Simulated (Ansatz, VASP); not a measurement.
## Two plane-wave programs on Ta2N

File INCAR:

```
SYSTEM = Ta2N
  PREC = Accurate
  ENCUT = 520
  EDIFF = 1E-7
  ISMEAR = -1
  SIGMA = 0.05
  LREAL = .FALSE.
  LASPH = .TRUE.
  NELM = 60
  ALGO = Normal
  ISIF = 2
  LWAVE = .FALSE.
  LCHARG = .FALSE.
  GGA = B5
  ALDAX = 1.0
  AGGAX = 1.0
  AGGAC = 1.0
  ALDAC = 0.0
  NBANDS = 20
```

File KPOINTS:

```
regular mesh
0
G
  10 10 6
  0 0 0
```

File POSCAR:

```
Ta2N
1.0
    3.1128615060      0.0000000000      0.0000000000
   -1.5564307530      2.6958171426      0.0000000000
    0.0000000000      0.0000000000      4.8698410000
Ta N
2 1
Direct
    0.3333333333      0.6666666667      0.2547110000
    0.6666666667      0.3333333333      0.7452890000
    0.0000000000      0.0000000000      0.0000000000
```

File input.yaml:

```yaml
crystal:
  lattice:
    - [3.112861506, 0.0, 0.0]
    - [-1.556430753, 2.6958171426, 0.0]
    - [0.0, 0.0, 4.869841]
  atoms:
    - { symbol: Ta, position: [0.3333333333, 0.6666666667, 0.254711] }
    - { symbol: Ta, position: [0.6666666667, 0.3333333333, 0.745289] }
    - { symbol: "N", position: [0.0, 0.0, 0.0] }
hamiltonian:
  xc: blyp
  pseudopotentials: { kind: paw }
kpoints:
  mp_grid: { grid: [10, 10, 6] }
  band_path:
    path:
      - [[0.0, 0.0, 0.0], [0.5, 0.0, 0.0], [0.3333333333, 0.3333333333, 0.0], [0.0, 0.0, 0.0], [0.0, 0.0, 0.5], [0.5, 0.0, 0.5], [0.3333333333, 0.3333333333, 0.5], [0.0, 0.0, 0.5]]
      - [[0.5, 0.0, 0.5], [0.5, 0.0, 0.0]]
      - [[0.3333333333, 0.3333333333, 0.0], [0.3333333333, 0.3333333333, 0.5]]
    npoints: 14
scf:
  occupations: { method: fermi_dirac, width: 0.05 }
  n_extra_bands: 7
output:
  forces: true
  stress: true
  eigenvalues: true
  fatbands: false
```

Alike in both runs: functional BLYP; k mesh 10 × 10 × 6; occupations fermi-dirac, width 0.05 eV; no spin polarisation.

```csv
,VASP,Ansatz
version,VASP 6.6.1,Ansatz 0.2.0
potentials or method,"VASP PAW PBE potentials, release 64 (Ta_pv, N)",Ansatz PAW
plane-wave cutoff (eV),520,420
valence electrons in the cell,27,31
task,single point,band structure
```

Ansatz gave:

- gap on the k mesh at the Fermi level (eV): none
- pressure (GPa): 7.9
- traceless stress, the component that is largest in VASP (GPa): 0.47
- rms of the force components (eV/Å): 0.204

**Question.** What did VASP give for the same quantities?

**Answer.** gap on the k mesh at the Fermi level (eV): none; pressure (GPa): 9.6; traceless stress, the component that is largest in VASP (GPa): 0.43; rms of the force components (eV/Å): 0.227.

VASP's potentials were made for PBE, not for BLYP. Atom by atom the forces differ by 0.023 eV/Å (rms over components). A gap of «none» marks a metal or a gap that the smearing closes. VASP's potentials hold 27 valence electrons a cell and Ansatz's 31, so a difference there can come from the potentials and not from the codes.

Spin-orbit coupling is off throughout.
